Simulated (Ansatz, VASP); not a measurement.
## SnW in VASP and in Ansatz

```xyz
2
Lattice="0.0000 2.9766 2.9766 2.9766 0.0000 2.9766 2.9766 2.9766 0.0000" Properties=species:S:1:pos:R:3 pbc="T T T"
Sn    2.9766    2.9766    2.9766
W     0.0000    0.0000    0.0000
```

Change from the starting cell: species swapped into the PrBi type (Fm-3m, No. 225).

Alike in both runs: task relaxation of cell and atoms; functional PBE; k mesh 6 × 6 × 6; occupations gaussian, width 0.1 eV; no spin polarisation.

|  | VASP | Ansatz |
| --- | --- | --- |
| version | VASP 6.6.1 | Ansatz 0.2.0 |
| potentials or method | VASP PAW PBE potentials, release 64 (Sn_d, W_sv), cutoff 600 eV | scalar-relativistic, plane waves, PAW |
| valence electrons in the cell | 28 | 28 |

```csv
,VASP,Ansatz,Ansatz less VASP
"gap on the k mesh at the Fermi level, each at its own relaxed structure (eV)",none,none,-
relaxed volume (Å³/atom),21.25,21.27,+0.021
relaxed cell length with the largest relative difference (Å),3.917,3.918,+0.0013
```

A gap of «none» marks a metal or a gap that the smearing closes.

Spin-orbit coupling is off throughout. Noted on VASP's run: the volume moved by over 15 % at a fixed basis, so the end points are rough.
